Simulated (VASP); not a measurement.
# H3C5 in VASP: relaxation of the atoms with PBE

Aim: the relaxation of the atoms of H3C5 with PBE.

All numbers are computed with VASP 6.6.1; they aren't measurements. Logs are shortened: lines on timing, memory, paths and dates and some standing lists are left out, and cuts for length are marked.

## Step 1: The cell of the first run

The cell holds a slab with vacuum, 32 atoms: a = 5.049 Å, b = 5.049 Å, c = 17.136 Å, α = 90.00°, β = 90.00°, γ = 90.00°.

## Step 2: Relaxation of the atoms, PBE

Contents of INCAR:

```
SYSTEM = H3C5
ALGO = Normal
EDIFF = 1E-6
EDIFFG = -0.03
ENCUT = 520
GGA = PE
IBRION = 2
ISIF = 2
ISMEAR = 0
LASPH = .TRUE.
LCHARG = .FALSE.
LREAL = Auto
LWAVE = .FALSE.
NELM = 60
NSW = 80
PREC = Accurate
SIGMA = 0.02
```

Contents of KPOINTS:

```
k-points
0
G
  3 3 1
  0 0 0
```

Contents of POSCAR:

```
H3C5
1.0
    5.0487420000      0.0000000000      0.0000000000
    0.0000000000      5.0487420000      0.0000000000
    0.0000000000      0.0000000000     17.1355610000
H C
12 20
Selective dynamics
Direct
    0.4277868800      0.0000000000      0.0583581700  F F F
    0.0722131600      0.0000000000      0.0583581700  F F F
    0.9277869200      0.0000000000      0.0583581700  F F F
    0.5722132000      0.0000000000      0.0583581700  F F F
    0.4277868800      0.5000000400      0.0583581700  F F F
    0.0722131600      0.5000000400      0.0583581700  F F F
    0.9277869200      0.5000000400      0.0583581700  F F F
    0.5722132000      0.5000000400      0.0583581700  F F F
    0.7500000600      0.0208818000      0.3580601000  T T T
    0.2500000200      0.4791182400      0.3580601000  T T T
    0.7500000600      0.4791182400      0.3580601000  T T T
    0.9166667400      0.6597061200      0.3399690700  T T T
    0.2500000200      0.0000000000      0.0953981000  F F F
    0.7500000600      0.0000000000      0.0953981000  F F F
    0.2500000200      0.5000000400      0.0953981000  F F F
    0.7500000600      0.5000000400      0.0953981000  F F F
    0.2500000200      0.2500000200      0.1474827700  F F F
    0.7500000600      0.2500000200      0.1474827700  F F F
    0.2500000200      0.7500000600      0.1474827700  F F F
    0.7500000600      0.7500000600      0.1474827700  F F F
    0.0000000000      0.2500000200      0.1995674400  T T T
    0.5000000400      0.2500000200      0.1995674400  T T T
    0.0000000000      0.7500000600      0.1995674400  T T T
    0.5000000400      0.7500000600      0.1995674400  T T T
    0.0000000000      0.0000000000      0.2516521100  T T T
    0.5000000400      0.0000000000      0.2516521100  T T T
    0.0000000000      0.5000000400      0.2516521100  T T T
    0.5000000400      0.5000000400      0.2516521100  T T T
    0.2500000200      0.0969069000      0.2979009600  T T T
    0.7500000600      0.0969069000      0.2979009600  T T T
    0.2500000200      0.4030931400      0.2979009600  T T T
    0.7500000600      0.4030931400      0.2979009600  T T T
```

Potentials or basis: VASP PAW PBE potentials, release 64 (H, C).

Started as:

```console
> cat potpaw_PBE.64/H/POTCAR potpaw_PBE.64/C/POTCAR > POTCAR
> mpirun -np 1 vasp_std > vasp.out
```

OUTCAR:

```text
SYSTEM = H3C5
   EDIFF = 1E-6
   EDIFFG = -0.03
   ENCUT = 520
   GGA = PE
   IBRION = 2
   ISIF = 2
   ISMEAR = 0
   LASPH = .TRUE.
   LREAL = Auto
   NELM = 60
   NSW = 80
   PREC = Accurate

 ion  position               nearest neighbor table
   1  0.428  0.000  0.058-   4 0.73  13 1.10
   2  0.072  0.000  0.058-   3 0.73  13 1.10
   3  0.928  0.000  0.058-   2 0.73  14 1.10
   4  0.572  0.000  0.058-   1 0.73  14 1.10
   5  0.428  0.500  0.058-   8 0.73  15 1.10
   6  0.072  0.500  0.058-   7 0.73  15 1.10
   7  0.928  0.500  0.058-   6 0.73  16 1.10
   8  0.572  0.500  0.058-   5 0.73  16 1.10
   9  0.750  0.021  0.358-  30 1.10
  10  0.250  0.479  0.358-  31 1.10
  11  0.750  0.479  0.358-  32 1.10
  12  0.917  0.660  0.340-
  13  0.250  0.000  0.095-   1 1.10   2 1.10  19 1.55  17 1.55
  14  0.750  0.000  0.095-   4 1.10   3 1.10  20 1.55  18 1.55
  15  0.250  0.500  0.095-   5 1.10   6 1.10  19 1.55  17 1.55
  16  0.750  0.500  0.095-   8 1.10   7 1.10  20 1.55  18 1.55
  17  0.250  0.250  0.147-  21 1.55  22 1.55  13 1.55  15 1.55
  18  0.750  0.250  0.147-  21 1.55  22 1.55  14 1.55  16 1.55
[... 8 lines left out ...]
  27  0.000  0.500  0.252-  23 1.55  21 1.55  32 1.57  31 1.57
  28  0.500  0.500  0.252-  24 1.55  22 1.55  32 1.57  31 1.57
  29  0.250  0.097  0.298-  31 1.55  26 1.57  25 1.57
  30  0.750  0.097  0.298-   9 1.10  32 1.55  25 1.57  26 1.57
  31  0.250  0.403  0.298-  10 1.10  29 1.55  28 1.57  27 1.57
  32  0.750  0.403  0.298-  11 1.10  30 1.55  27 1.57  28 1.57

  LATTYP: Found a simple tetragonal cell.
 ALAT       =     5.0487420000
 C/A-ratio  =     3.3940258781

  Lattice vectors:

 A1 = (   5.0487420000,   0.0000000000,   0.0000000000)
 A2 = (   0.0000000000,   5.0487420000,   0.0000000000)
 A3 = (   0.0000000000,   0.0000000000,  17.1355610000)

Analysis of symmetry for initial positions (statically):
=====================================================================
 Subroutine PRICEL returns:
 Original cell was already a primitive cell.

 Routine SETGRP: Setting up the symmetry group for a
 simple tetragonal supercell.

 Subroutine GETGRP returns: Found  1 space group operations
 (whereof  1 operations were pure point group operations)
 out of a pool of 16 trial point group operations.

The static configuration has the point symmetry C_1 .

Analysis of symmetry for dynamics (positions and initial velocities):
=====================================================================
 Subroutine PRICEL returns:
 Original cell was already a primitive cell.

 Routine SETGRP: Setting up the symmetry group for a
 simple tetragonal supercell.

 Subroutine GETGRP returns: Found  1 space group operations
 (whereof  1 operations were pure point group operations)
 out of a pool of 16 trial point group operations.

The dynamic configuration has the point symmetry C_1 .

Analysis of constrained symmetry for selective dynamics:
=====================================================================
 Subroutine PRICEL returns:
 Original cell was already a primitive cell.

 Routine SETGRP: Setting up the symmetry group for a
 simple tetragonal supercell.

 Subroutine GETGRP returns: Found  1 space group operations
 (whereof  1 operations were pure point group operations)
 out of a pool of 16 trial point group operations.

The constrained configuration has the point symmetry C_1 .

 Subroutine INISYM returns: Found  1 space group operations
 (whereof  1 operations are pure point group operations),
 and found     1 'primitive' translations

----------------------------------------------------------------------------------------

                                     Primitive cell

  volume of cell :     436.7820

  direct lattice vectors                    reciprocal lattice vectors
     5.048742000  0.000000000  0.000000000     0.198069143  0.000000000  0.000000000
     0.000000000  5.048742000  0.000000000     0.000000000  0.198069143  0.000000000
     0.000000000  0.000000000 17.135561000     0.000000000  0.000000000  0.058358171

  length of vectors
     5.048742000  5.048742000 17.135561000     0.198069143  0.198069143  0.058358171

  position of ions in fractional coordinates (direct lattice)
     0.427786880  0.000000000  0.058358170
     0.072213160  0.000000000  0.058358170
     0.927786920  0.000000000  0.058358170
     0.572213200  0.000000000  0.058358170
     0.427786880  0.500000040  0.058358170
     0.072213160  0.500000040  0.058358170
[... 24 lines left out ...]
     0.250000020  0.403093140  0.297900960
     0.750000060  0.403093140  0.297900960

  ion indices of the primitive-cell ions
   primitive index   ion index
                 1           1
                 2           2
                 3           3
                 4           4
                 5           5
                 6           6
[... 24 lines left out ...]
                31          31
                32          32

----------------------------------------------------------------------------------------

 KPOINTS: k-points

Automatic generation of k-mesh.
 Grid dimensions read from file:
 generate k-points for:    3    3    1

 Generating k-lattice:

  Cartesian coordinates                     Fractional coordinates (reciprocal lattice)
     0.066023048  0.000000000  0.000000000     0.333333333  0.000000000  0.000000000
     0.000000000  0.066023048  0.000000000     0.000000000  0.333333333  0.000000000
     0.000000000  0.000000000  0.058358171     0.000000000  0.000000000  1.000000000

  Length of vectors
     0.066023048  0.066023048  0.058358171

  Shift w.r.t. Gamma in fractional coordinates (k-lattice)
     0.000000000  0.000000000  0.000000000

 Subroutine IBZKPT returns following result:
 ===========================================

 Found      5 irreducible k-points:

 Following reciprocal coordinates:
            Coordinates               Weight
  0.000000  0.000000  0.000000      1.000000
  0.333333  0.000000  0.000000      2.000000
  0.000000  0.333333  0.000000      2.000000
  0.333333  0.333333  0.000000      2.000000
 -0.333333  0.333333  0.000000      2.000000
   k-points           NKPTS =      5   k-points in BZ     NKDIM =      5   number of bands    NBANDS=     63
   number of dos      NEDOS =    301   number of ions     NIONS =     32
   total plane-waves  NPLWV = 204800
   dimension x,y,z NGX =    40 NGY =   40 NGZ =  128
   dimension x,y,z NGXF=    80 NGYF=   80 NGZF=  256
   ions per type =              12  20
   NGX,Y,Z   is equivalent  to a cutoff of  13.17, 13.17, 12.42 a.u.
   NGXF,Y,Z  is equivalent  to a cutoff of  26.34, 26.34, 24.84 a.u.
 SYSTEM =  H3C5
   PREC   = accura    normal or accurate (medium, high low for compatibility)
   ISTART =      0    job   : 0-new  1-cont  2-samecut
   ICHARG =      2    charge: 1-file 2-atom 10-const
   ISPIN  =      1    spin polarized calculation?
   LNONCOLLINEAR =      F non collinear calculations
   LSORBIT =      F    spin-orbit coupling
   LASPH  =      T    aspherical Exc in radial PAW
   ENCUT  =  520.0 eV  38.22 Ry    6.18 a.u.   9.39  9.39 31.86*2*pi/ulx,y,z
   NELM   =     60;   NELMIN=  2; NELMDL= -5     # of ELM steps
   EDIFF  = 0.1E-05   stopping-criterion for ELM
   LREAL  =      T    real-space projection
   EDIFFG = -.3E-01   stopping-criterion for IOM
   NSW    =     80    number of steps for IOM
   IBRION =      2    ionic relax: 0-MD 1-quasi-New 2-CG
   NFREE  =      1    steps in history (QN), initial steepest desc. (CG)
   ISIF   =      2    stress and relaxation
   ISYM   =      2    0-nonsym 1-usesym 2-fastsym
   POTIM  = 0.5000    time-step for ionic-motion
   TEBEG  =    0.0;   TEEND  =   0.0 temperature during run
   PSTRESS=    0.0 pullay stress
   NELECT =      92.0000    total number of electrons
   NUPDOWN=      -1.0000    fix difference up-down
   EMIN   =  10.00;   EMAX   =-10.00  energy-range for DOS
   EFERMI =   0.00;   METHOD = LEGACY
   ISMEAR =     0;   SIGMA  =   0.02  broadening in eV -4-tet -1-fermi 0-gaus
   EFERMI_NEDOS =   21; number of points for ismear=-14 and -15
   IALGO  =     38    algorithm
   IMIX   =      4    mixing-type and parameters
     AMIX     =   0.40;   BMIX     =  1.00
     AMIX_MAG =   1.60;   BMIX_MAG =  1.00
  volume/ion in A,a.u.               =      13.65        92.11
  Fermi-wavevector in a.u.,A,eV,Ry     =   0.974053  1.840693 12.908923  0.948779
  Thomas-Fermi vector in A             =   2.104482
   LORBIT       =      0    0 simple, 1 ext, 2 COOP (PROOUT), +10 PAW based schemes
   GGA     = PE    functional components
   LHFCALC =     F    Hartree Fock is set to
   AEXX    =    0.0000 exact exchange contribution
   IVDW    =     0    specifies the selected vdW correction
   LEPSILON=     F    determine dielectric tensor
   LRPA    =     F    only Hartree local field effects (RPA)
 conjugate gradient relaxation of ions
 non-spin polarized calculation
 Gauss-broadening in eV      SIGMA  =   0.02
  energy-cutoff  :      520.00
  volume of cell :      436.78
 maximum number of plane-waves:     11773
 NGX is ok and might be reduce to    40
   NGX = 19   NGY = 19   NGZ = 63

--------------------------------------- Ionic step        1  -------------------------------------------

 number of electron      92.0000006 magnetization

 Free energy of the ion-electron system (eV)
  ---------------------------------------------------
  ext. energy  EPLUGINS =         0.00000000
  ---------------------------------------------------
  free energy    TOTEN  =      -203.28750059 eV

  energy without entropy =     -203.28750059  energy(sigma->0) =     -203.28750059

------------------------ aborting loop because EDIFF is reached ----------------------------------------

  FORCE on cell =-STRESS in cart. coord.  units (eV):
  Direction    XX          YY          ZZ          XY          YZ          ZX
  --------------------------------------------------------------------------------------
  -------------------------------------------------------------------------------------
  Total       72.9027705     -6.0684928      2.6670547     -1.4699096     -0.6269524      0.1262559
  in kB      267.4175662    -22.2600808      9.7831299     -5.3918343     -2.2997493      0.4631245
  external PRESSURE =      84.9802051 kB  Pullay stress =       0.0000000 kB
[... 179 lines left out ...]
  FREE ENERGIE OF THE ION-ELECTRON SYSTEM (eV)
  ---------------------------------------------------
  free  energy   TOTEN  =      -204.5521728593 eV

  energy  without entropy=     -204.5521728593  energy(sigma->0) =     -204.55217286

[... ionic steps 4 to 49 ...]

--------------------------------------- Ionic step       50  -------------------------------------------

 number of electron      92.0000007 magnetization

------------------------ aborting loop because EDIFF is reached ----------------------------------------
[... 127 lines left out ...]
--------------------------------------- Ionic step       52  -------------------------------------------

 number of electron      92.0000007 magnetization

 Free energy of the ion-electron system (eV)
  ---------------------------------------------------
  ext. energy  EPLUGINS =         0.00000000
  ---------------------------------------------------
  free energy    TOTEN  =      -210.76937531 eV

  energy without entropy =     -210.76937531  energy(sigma->0) =     -210.76937531

 E-fermi :   1.1585     XC(G=0):  -5.1338

 val. band max:        1.0055391606   @ k =   0.0000   0.3333   0.0000
 cond. band min:       2.8522025506   @ k =   0.0000   0.0000   0.0000
 fundamental gap:      1.8466633900
 Fermi energy:         1.1585495180

 k-point     1 :       0.0000    0.0000    0.0000
  band No.  band energies     occupation
      1     -20.1171      2.00000
      2     -17.9234      2.00000
      3     -15.9068      2.00000
      4     -15.5565      2.00000
      5     -15.5190      2.00000
      6     -15.5128      2.00000
[... 294 lines left out ...]
     57       6.3618      0.00000
     58       6.7587      0.00000
 [bands above 58 left out]

------------------------ aborting loop because EDIFF is reached ----------------------------------------

  FORCE on cell =-STRESS in cart. coord.  units (eV):
  Direction    XX          YY          ZZ          XY          YZ          ZX
  --------------------------------------------------------------------------------------
  -------------------------------------------------------------------------------------
  Total       70.8886728     -6.9788791     -4.5915896     -0.0127674      0.2054819      0.0310844
  in kB      260.0295738    -25.5995055    -16.8425932     -0.0468326      0.7537363      0.1140219
  external PRESSURE =      72.5291584 kB  Pullay stress =       0.0000000 kB
[... 47 lines left out ...]
  FREE ENERGIE OF THE ION-ELECTRON SYSTEM (eV)
  ---------------------------------------------------
  free  energy   TOTEN  =      -210.7693753102 eV

  energy  without entropy=     -210.7693753102  energy(sigma->0) =     -210.76937531

 reached required accuracy - stopping structural energy minimisation
```

Wall time 2.5 h (1 thread of Oxide Virtual Turin-like, shared host); peak memory 0.53 GiB.

Results:

* Free energy: -210.7694 eV
* Energy gained by relaxing: 233.8 meV/atom
* Ionic steps: 52
* Band gap on the k mesh: 1.85 eV (least direct gap 1.88 eV)

Step by step:
| step | energy change (eV) | largest force on free atoms (eV/Å) | pressure (GPa) |
| --- | --- | --- | --- |
| 1 | 0.0000 | 4.4769 | 8.50 |
| 3 | -1.2647 | 1.4601 | 8.68 |
| 5 | -1.4011 | 1.4717 | 8.27 |
| 7 | -1.6951 | 2.8936 | 7.42 |
| 9 | -1.8971 | 2.8030 | 7.14 |
| 11 | -2.2184 | 4.3554 | 6.11 |
| 13 | -2.5292 | 3.1939 | 6.13 |
| 15 | -3.4182 | 2.4381 | 5.42 |
| 17 | -3.9823 | 3.3375 | 4.79 |
| 19 | -4.8926 | 4.3920 | 4.49 |
| 21 | -5.8576 | 3.3721 | 5.18 |
| 23 | -6.3509 | 2.4753 | 5.49 |
| 25 | -6.8668 | 1.7960 | 6.02 |
| 27 | -7.1884 | 1.3237 | 6.74 |
| 29 | -7.3221 | 0.8316 | 6.92 |
| 31 | -7.3985 | 0.5513 | 7.06 |
| 33 | -7.4421 | 0.3480 | 7.22 |
| 35 | -7.4593 | 0.2893 | 7.34 |
| 37 | -7.4696 | 0.1876 | 7.37 |
| 39 | -7.4763 | 0.2290 | 7.35 |
| 41 | -7.4792 | 0.1543 | 7.31 |
| 43 | -7.4803 | 0.1037 | 7.30 |
| 45 | -7.4810 | 0.0736 | 7.27 |
| 47 | -7.4816 | 0.0478 | 7.26 |
| 49 | -7.4818 | 0.0400 | 7.25 |
| 51 | -7.4819 | 0.0304 | 7.25 |
| 52 | -7.4819 | 0.0282 | 7.25 |

Final structure:
```xyz
32
Lattice="5.0487 0.0000 0.0000 0.0000 5.0487 0.0000 0.0000 0.0000 17.1356" Properties=species:S:1:pos:R:3 pbc="T T T"
H     2.1598    0.0000    1.0000
H     0.3646    0.0000    1.0000
H     4.6842    0.0000    1.0000
H     2.8890    0.0000    1.0000
H     2.1598    2.5244    1.0000
H     0.3646    2.5244    1.0000
H     4.6842    2.5244    1.0000
H     2.8890    2.5244    1.0000
H     3.7846    0.0134    6.1592
H     1.2628    2.5052    6.1588
H     3.7865    2.5010    6.1615
H     1.2617    0.0128    6.1581
C     1.2622    0.0000    1.6347
C     3.7866    0.0000    1.6347
C     1.2622    2.5244    1.6347
C     3.7866    2.5244    1.6347
C     1.2622    1.2622    2.5272
C     3.7866    1.2622    2.5272
C     1.2622    3.7866    2.5272
C     3.7866    3.7866    2.5272
C     5.0484    1.2610    3.3573
C     2.5243    1.2609    3.3574
C     5.0484    3.7853    3.4915
C     2.5246    3.7853    3.4915
C     5.0483    0.0814    4.3306
C     2.5240    0.0813    4.3304
C     5.0483    2.4393    4.3314
C     2.5244    2.4395    4.3314
C     1.2618    0.4423    5.1442
C     3.7861    0.4420    5.1450
C     1.2621    2.0774    5.1445
C     3.7862    2.0768    5.1452
```

Levels at points of the mesh, in eV from the valence-band top:
| k point | band 44 | band 45 | band 46 | band 47 | band 48 | band 49 |
| --- | --- | --- | --- | --- | --- | --- |
| (0.00, 0.00, 0.00) | -2.37 | -0.52 | -0.03 | 1.85 | 2.10 | 3.37 |

Caveat: there is no dipole correction, which matters where the two faces differ.
